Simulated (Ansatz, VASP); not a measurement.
# MgO: VASP beside Ansatz

The input INCAR:

```
SYSTEM = MgO
PREC = Accurate
ENCUT = 840
EDIFF = 1E-6
ISMEAR = 0
SIGMA = 0.05
LREAL = .False.
LASPH = .True.
NELM = 120
ALGO = Normal
ISIF = 2
LWAVE = .False.
LCHARG = .False.
NBANDS = 42
GGA_COMPAT = .False.
```

File KPOINTS:

```
Automatic mesh
0
Gamma
  6 6 6
  0 0 0
```

POSCAR

```
MgO
1.0
    4.1607146133      0.0000000000      0.0000000000
    0.0000000000     -4.1607146133      0.0000000000
    0.0000000000      0.0000000000     -4.1607146133
Mg O
4 4
Direct
   -0.0706985334      1.0706985334      1.0499914124
    0.5000000000      0.5000000000      1.0000000000
    0.5000000000      1.0000000000      0.5000000000
    0.0000000000      0.5000000000      0.5000000000
    0.5000000000      0.0000000000      0.0000000000
    0.0000000000      0.5000000000      0.0000000000
    0.0000000000      0.0000000000      0.5000000000
    0.5000000000      0.5000000000      0.5000000000
```

Input for Ansatz:

```yaml
crystal:
  lattice:
    - [4.1607146133, 0.0, 0.0]
    - [0.0, -4.1607146133, 0.0]
    - [0.0, 0.0, -4.1607146133]
  atoms:
    - { symbol: Mg, position: [-0.0706985334, 1.0706985334, 1.0499914124] }
    - { symbol: Mg, position: [0.5, 0.5, 1.0] }
    - { symbol: Mg, position: [0.5, 1.0, 0.5] }
    - { symbol: Mg, position: [0.0, 0.5, 0.5] }
    - { symbol: O, position: [0.5, 0.0, 0.0] }
    - { symbol: O, position: [0.0, 0.5, 0.0] }
    - { symbol: O, position: [0.0, 0.0, 0.5] }
    - { symbol: O, position: [0.5, 0.5, 0.5] }
basis:
  ecutwfc: 420
kpoints:
  mp_grid: { grid: [6, 6, 6] }
hamiltonian:
  xc: lda
  pseudopotentials: { kind: paw, azcp: { folder: soft_1 } }
scf:
  occupations: { method: gaussian, width: 0.05 }
output:
  forces: true
  stress: true
  eigenvalues: true
```

Alike in both runs: task single point; functional LDA; k mesh 6 × 6 × 6; occupations gaussian, width 0.05 eV; no spin polarisation.

|  | VASP | Ansatz |
| --- | --- | --- |
| version | VASP 6.6.1 | Ansatz 0.2.0 |
| potentials or method | VASP PAW LDA potentials, release 64 (Mg_sv, O), cutoff 840 eV | scalar-relativistic, plane waves, PAW |
| valence electrons in the cell | 64 | 64 |

Ansatz gave:

| Quantity | Value |
| --- | --- |
| gap on the k mesh at the Fermi level (eV) | 4.95 |
| least direct gap on the mesh (eV) | 4.95 |
| pressure (GPa) | 6.6 |
| traceless stress, the component that is largest in VASP (GPa) | -2.71 |
| rms of the force components (eV/Å) | 1.221 |

Task: Estimate VASP's values.

Result: gap on the k mesh at the Fermi level (eV): 4.96; least direct gap on the mesh (eV): 4.96; pressure (GPa): 7.2; traceless stress, the component that is largest in VASP (GPa): -2.79; rms of the force components (eV/Å): 1.253.

Ansatz warns that its potentials were made for another functional, while VASP's fit it. LDA's correlation is that of Perdew and Zunger in VASP and of Perdew and Wang (1992) in Ansatz. Atom by atom the forces differ by 0.035 eV/Å (rms over components).
